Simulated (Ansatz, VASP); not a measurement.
Two plane-wave programs on ZnS3

```xyz
4
Lattice="3.9404 0.0000 0.0000 -1.9702 3.4125 0.0000 0.0000 0.0000 7.7576" Properties=species:S:1:pos:R:3 pbc="T T T"
Zn    0.0000    0.0000    3.8788
S     1.9702    0.0000    0.0000
S    -0.9851    1.7062    0.0000
S     0.9851    1.7062    0.0000
```

Alike in both runs: task single point; functional PBE; k mesh 6 × 6 × 2; occupations gaussian, width 0.1 eV; no spin polarisation.

|  | VASP | Ansatz |
| --- | --- | --- |
| version | VASP 6.6.1 | Ansatz 0.2.0 |
| potentials or method | VASP PAW PBE potentials, release 64 (Zn, S), cutoff 520 eV | scalar-relativistic, plane waves, PAW |
| valence electrons in the cell | 30 | 30 |

|  | VASP | Ansatz | Ansatz less VASP |
| --- | --- | --- | --- |
| gap on the k mesh at the Fermi level (eV) | none | none | - |
| pressure (GPa) | 27.9 | 28.7 | +0.88 |
| traceless stress, the component that is largest in VASP (GPa) | -28.40 | -29.25 | -0.850 |

A gap of «none» marks a metal or a gap that the smearing closes.

The k mesh is coarse, so the values compare programs but aren't converged.
